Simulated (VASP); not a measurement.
# Pt (I4/mmm) in VASP: single point with r2SCAN

Aim: the single point of Pt with r2SCAN.

Program: VASP 6.6.1. These are calculated values, not measurements. Logs are shortened: lines on timing, memory, paths and dates and some standing lists are left out, and cuts for length are marked.

## (1) The cell of the first run

Symmetry: I4/mmm, No. 139, tetragonal system. The conventional cell has a = 2.768 Å, b = 2.768 Å, c = 4.152 Å, α = 90.00°, β = 90.00°, γ = 90.00°. Within 3.6 Å of Pt (site symmetry 4/mmm) lie 12 Pt at 2.77 to 2.85 Å.

## (2) Single point, r2SCAN

Contents of POSCAR:

```
Pt
1.0
   -1.3839436438      1.3839436438      2.0759154658
    1.3839436438     -1.3839436438      2.0759154658
    1.3839436438      1.3839436438     -2.0759154658
Pt
1
Direct
    0.0000000000      0.0000000000      0.0000000000
```

Contents of INCAR.step1:

```
ALGO = Normal
EDIFF = 1E-4
ENCUT = 520
GGA = PE
ISMEAR = 0
LASPH = True
LCHARG = False
LREAL = False
LWAVE = True
NBANDS = 11
NELM = 60
PREC = Accurate
SIGMA = 0.15
```

Contents of INCAR.step2:

```
ALGO = Normal
EDIFF = 1E-6
ENCUT = 520
ISIF = 2
ISMEAR = 0
ISTART = 1
LASPH = True
LCHARG = True
LELF = True
LMIXTAU = True
LREAL = False
LVHAR = True
LWAVE = False
METAGGA = R2SCAN
NBANDS = 11
NELM = 60
PREC = Accurate
SIGMA = 0.15
```

Contents of KPOINTS:

```
k-points
0
Gamma
  24 24 24
```

Potentials or basis: VASP PAW PBE potentials, release 64 (Pt).

Command:

```console
$ cat potpaw_PBE.64/Pt/POTCAR > POTCAR
$ cp INCAR.step1 INCAR
$ mpirun -np 1 vasp_std > vasp.out
$ cp INCAR.step2 INCAR
$ mpirun -np 1 vasp_std > vasp.out
```

OUTCAR:

```text
EDIFF = 1E-6
   ENCUT = 520
   ISIF = 2
   ISMEAR = 0
   ISTART = 1
   LASPH = True
   LREAL = False
   METAGGA = R2SCAN
   NELM = 60
   PREC = Accurate

 ion  position               nearest neighbor table
   1  0.000  0.000  0.000-

  LATTYP: Found a body centered tetragonal cell.
 ALAT       =     2.7678872876
 C/A-ratio  =     1.5000000001

  Lattice vectors:

 A1 = (  -1.3839436438,   1.3839436438,   2.0759154658)
 A2 = (   1.3839436438,  -1.3839436438,   2.0759154658)
 A3 = (   1.3839436438,   1.3839436438,  -2.0759154658)

Analysis of symmetry for initial positions (statically):
=====================================================================
 Subroutine PRICEL returns:
 Original cell was already a primitive cell.

 Routine SETGRP: Setting up the symmetry group for a
 body centered tetragonal supercell.

 Subroutine GETGRP returns: Found 16 space group operations
 (whereof 16 operations were pure point group operations)
 out of a pool of 16 trial point group operations.

The static configuration has the point symmetry D_4h.

Analysis of symmetry for dynamics (positions and initial velocities):
=====================================================================
 Subroutine PRICEL returns:
 Original cell was already a primitive cell.

 Routine SETGRP: Setting up the symmetry group for a
 body centered tetragonal supercell.

 Subroutine GETGRP returns: Found 16 space group operations
 (whereof 16 operations were pure point group operations)
 out of a pool of 16 trial point group operations.

The dynamic configuration has the point symmetry D_4h.

 Subroutine INISYM returns: Found 16 space group operations
 (whereof 16 operations are pure point group operations),
 and found     1 'primitive' translations

----------------------------------------------------------------------------------------

                                     Primitive cell

  volume of cell :      15.9040

  direct lattice vectors                    reciprocal lattice vectors
    -1.383943644  1.383943644  2.075915466     0.000000000  0.361286388  0.240857592
     1.383943644 -1.383943644  2.075915466     0.361286388  0.000000000  0.240857592
     1.383943644  1.383943644 -2.075915466     0.361286388  0.361286388  0.000000000

  length of vectors
     2.853072912  2.853072912  2.853072912     0.434212199  0.434212199  0.510936110

[... 83 lines left out ...]
   NFREE  =      0    steps in history (QN), initial steepest desc. (CG)
   ISIF   =      2    stress and relaxation
   ISYM   =      2    0-nonsym 1-usesym 2-fastsym
   POTIM  = 0.5000    time-step for ionic-motion
   TEBEG  =    0.0;   TEEND  =   0.0 temperature during run
   PSTRESS=    0.0 pullay stress
   NELECT =      10.0000    total number of electrons
   NUPDOWN=      -1.0000    fix difference up-down
   EMIN   =  10.00;   EMAX   =-10.00  energy-range for DOS
   EFERMI =   0.00;   METHOD = LEGACY
   ISMEAR =     0;   SIGMA  =   0.15  broadening in eV -4-tet -1-fermi 0-gaus
   EFERMI_NEDOS =   21; number of points for ismear=-14 and -15
   IALGO  =     38    algorithm
   IMIX   =      4    mixing-type and parameters
     AMIX     =   0.40;   BMIX     =  1.00
     AMIX_MAG =   1.60;   BMIX_MAG =  1.00
  volume/ion in A,a.u.               =      15.90       107.33
  Fermi-wavevector in a.u.,A,eV,Ry     =   1.402510  2.650360 26.763132  1.967035
  Thomas-Fermi vector in A             =   2.525265
   LORBIT       =      0    0 simple, 1 ext, 2 COOP (PROOUT), +10 PAW based schemes
   METAGGA = R2SCAN    functional components
   LHFCALC =     F    Hartree Fock is set to
   AEXX    =    0.0000 exact exchange contribution
   IVDW    =     0    specifies the selected vdW correction
   LEPSILON=     F    determine dielectric tensor
   LRPA    =     F    only Hartree local field effects (RPA)
 non-spin polarized calculation
 Gauss-broadening in eV      SIGMA  =   0.15
  energy-cutoff  :      520.00
  volume of cell :       15.90
 maximum number of plane-waves:       443
 NGX is ok and might be reduce to    24
   NGX = 11   NGY = 11   NGZ = 11

 number of electron      10.0000000 magnetization

 Free energy of the ion-electron system (eV)
  ---------------------------------------------------
  ext. energy  EPLUGINS =         0.00000000
  ---------------------------------------------------
  free energy    TOTEN  =       -51.48448288 eV

  energy without entropy =      -51.46232745  energy(sigma->0) =      -51.47340517

 E-fermi :   9.9974     XC(G=0): -14.2578

 val. band max:        9.9964770193   @ k =  -0.1667   0.4583   0.0417
 cond. band min:       9.9979179421   @ k =   0.3750   0.3333   0.0417
 fundamental gap:      0.0014409228
 Fermi energy:         9.9973677170

 k-point     1 :       0.0000    0.0000    0.0000
  band No.  band energies     occupation
      1       0.1377      2.00000
      2       5.9943      2.00000
      3       6.6757      2.00000
      4       6.6757      2.00000
      5       8.0046      2.00000
      6       8.7773      2.00000
      7      25.6999      0.00000
      8      29.6236      0.00000
      9      30.9505      0.00000
     10      30.9505      0.00000
     11      36.2320      0.00000
[... 309 lines left out ...]
 k-point    24 :       0.4583    0.0417    0.0000
  band No.  band energies     occupation
      1       3.0713      2.00000
      2       6.0698      2.00000
      3       6.6426      2.00000
      4       9.1352      2.00000
      5      10.0311      0.75027
      6      10.6527      0.00000
      7      16.0236      0.00000
      8      25.2804      0.00000
      9      29.1152      0.00000
     10      30.0699      0.00000
     11      37.7575      0.00000

 [... further k-points ...]

------------------------ aborting loop because EDIFF is reached ----------------------------------------

  FORCE on cell =-STRESS in cart. coord.  units (eV):
  Direction    XX          YY          ZZ          XY          YZ          ZX
  --------------------------------------------------------------------------------------
  -------------------------------------------------------------------------------------
  Total       -0.6649537     -0.6649537     -1.2233191      0.0000000     -0.0000000      0.0000000
  in kB      -66.9877660    -66.9877660   -123.2377810      0.0000000     -0.0000000      0.0000000
  external PRESSURE =     -85.7377710 kB  Pullay stress =       0.0000000 kB

 VOLUME and BASIS-vectors are now :
 -----------------------------------------------------------------------------
  energy-cutoff  :      520.00
  volume of cell :       15.90
      direct lattice vectors                 reciprocal lattice vectors
    -1.383943644  1.383943644  2.075915466     0.000000000  0.361286388  0.240857592
     1.383943644 -1.383943644  2.075915466     0.361286388  0.000000000  0.240857592
     1.383943644  1.383943644 -2.075915466     0.361286388  0.361286388  0.000000000

 POSITION                                       TOTAL-FORCE (eV/Angst)
 -----------------------------------------------------------------------------------
      0.00000      0.00000      0.00000        -0.000000      0.000000      0.000000
 -----------------------------------------------------------------------------------
    total drift:                                0.000000      0.000000      0.000000

  FREE ENERGIE OF THE ION-ELECTRON SYSTEM (eV)
  ---------------------------------------------------
  free  energy   TOTEN  =       -51.4844828841 eV

  energy  without entropy=      -51.4623274509  energy(sigma->0) =      -51.47340517
```

OUTCAR.step1:

```text
EDIFF = 1E-4
   ENCUT = 520
   GGA = PE
   ISMEAR = 0
   LASPH = True
   LREAL = False
[... 552 lines left out ...]

 POSITION                                       TOTAL-FORCE (eV/Angst)
 -----------------------------------------------------------------------------------
      0.00000      0.00000      0.00000         0.000000      0.000000     -0.000000
 -----------------------------------------------------------------------------------
    total drift:                                0.000000      0.000000      0.000000

  FREE ENERGIE OF THE ION-ELECTRON SYSTEM (eV)
  ---------------------------------------------------
  free  energy   TOTEN  =        -6.0948847259 eV

  energy  without entropy=       -6.0715543622  energy(sigma->0) =       -6.08321954
```

OSZICAR.step1:

```text
N       E                     dE             d eps       ncg     rms          rms(c)
DAV:   1     0.393669738286E+02    0.39367E+02   -0.53409E+03 23981   0.840E+02
DAV:   2    -0.585881352244E+01   -0.45226E+02   -0.43203E+02 26583   0.174E+02
DAV:   3    -0.647221840345E+01   -0.61340E+00   -0.60914E+00 27312   0.193E+01
DAV:   4    -0.647472145953E+01   -0.25031E-02   -0.25028E-02 26794   0.146E+00
DAV:   5    -0.647474245560E+01   -0.20996E-04   -0.20995E-04 27310   0.124E-01    0.110E+01
DAV:   6    -0.613022400777E+01    0.34452E+00   -0.85647E-01 24892   0.722E+00    0.584E+00
DAV:   7    -0.609788705815E+01    0.32337E-01   -0.12339E-01 26977   0.267E+00    0.245E+00
DAV:   8    -0.609505217006E+01    0.28349E-02   -0.43470E-03 25416   0.557E-01    0.519E-01
DAV:   9    -0.609488182749E+01    0.17034E-03   -0.11478E-04 22634   0.934E-02    0.447E-02
DAV:  10    -0.609488472587E+01   -0.28984E-05   -0.39227E-06 12398   0.158E-02
   1 F= -.60948847E+01 E0= -.60832195E+01  d E =-.233304E-01
```

Run time: 6.8 min. Hardware: 1 thread of AMD EPYC 9R45 (Zen 5), shared host; peak memory 0.27 GiB.

What came out:

```
Free energy            : -51.4845 eV
Pressure               : -8.6 GPa
Band gap on the k mesh : zero (bands 5 and 6 overlap by 2.47 eV)
```

Stress tensor (GPa, compression positive):
```
 -6.70   0.00   0.00
  0.00  -6.70   0.00
  0.00   0.00 -12.32
```

Caveat: the stress differs along the axes, from -12 to -7 GPa; the PAW data sets were made with another functional, which shifts forces and pressure a little; spin-orbit coupling is left out, which moves the levels of the heavy elements.
